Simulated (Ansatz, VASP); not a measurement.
**One calculation of Zn2SeS, two programs**

```
Zn Se S
1.0
     3.51836    0.00000    0.00000
     0.00000    3.51836    0.00000
     0.00000    0.00000    5.52212
Zn Se S
2 1 1
Direct
  0.50000 0.00000 0.76306
  0.00000 0.50000 0.23694
  0.00000 0.00000 0.50000
  0.50000 0.50000 0.00000
```

Change from the starting cell: strain -0.1000 x Voigt [1, 1, 0, 0, 0, 0], atoms carried along.

Alike in both runs: task single point; functional LDA; k mesh 8 × 8 × 6; occupations gaussian, width 0.05 eV; no spin polarisation.

|  | VASP | Ansatz |
| --- | --- | --- |
| version | VASP 6.6.1 | Ansatz 0.2.0 |
| potentials or method | VASP PAW LDA potentials, release 64 (Zn, Se, S), cutoff 520 eV | scalar-relativistic, plane waves, PAW |
| valence electrons in the cell | 36 | 46 |

|  | VASP | Ansatz | Ansatz less VASP |
| --- | --- | --- | --- |
| gap on the k mesh at the Fermi level (eV) | 1.73 | 1.73 | 0.000 |
| least direct gap on the mesh (eV) | 2.06 | 2.02 | -0.038 |
| pressure (GPa) | 17.9 | 17.3 | -0.59 |
| traceless stress, the component that is largest in VASP (GPa) | -2.99 | -3.04 | -0.049 |
| rms of the force components (eV/Å) | 0.021 | 0.012 | -0.0091 |

LDA's correlation is that of Perdew and Zunger in VASP and of Perdew and Wang (1992) in Ansatz. Atom by atom the forces differ by 0.009 eV/Å (rms over components). VASP's potentials hold 36 valence electrons a cell and Ansatz's 46, so a difference there can come from the potentials and not from the codes.
